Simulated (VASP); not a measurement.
Set up this calculation in VASP 6.6.1, as the native input.

```
Task                   : single point
Functional             : PBE
Potentials or basis    : VASP PAW PBE potentials, release 64 (Hg)
Cutoff                 : 520 eV
k mesh                 : 11 × 11 × 7
Occupations            : fermi-dirac, width 0.1 eV
Spin                   : no spin polarisation
Dipole correction      : no
Further INCAR settings : ALGO = Normal; EDIFF = 1e-06; NBANDS = 19
```

The structure of Hg lies in POSCAR:

```
Hg
1.0
    3.6283625621      0.0000000000      0.0000000000
   -1.8141812810      3.1422541529      0.0000000000
    0.0000000000      0.0000000000      5.6958797337
Hg
2
Direct
    0.3333333333      0.6666666667      0.2500000000
    0.6666666667      0.3333333333      0.7500000000
```

This cell differs from its parent crystal: volume scaled by 1.04.

The input as run:

INCAR

```
PREC = Accurate
ENCUT = 520
EDIFF = 1E-6
ISMEAR = -1
SIGMA = 0.1
LREAL = F
LASPH = T
NELM = 100
ALGO = Normal
ISIF = 2
LWAVE = F
LCHARG = F
GGA = PE
NBANDS = 19
```

KPOINTS

```
Automatic mesh
0
Gamma
  11 11 7
```

Potentials or basis: VASP PAW PBE potentials, release 64 (Hg).

Command:

```sh
$ cat potpaw_PBE.64/Hg/POTCAR > POTCAR
$ mpirun -np 1 vasp_std > vasp.out
```

Results of the run:

```
Pressure               : -0.3 GPa
Band gap on the k mesh : 0.50 eV, indirect (least direct gap 1.54 eV)
```

Caveat: spin-orbit coupling is left out, which moves the levels of the heavy elements.

Run time: 72 s on 1 thread of Intel Xeon 8259CL, with other jobs on the host, peak memory 0.22 GiB.
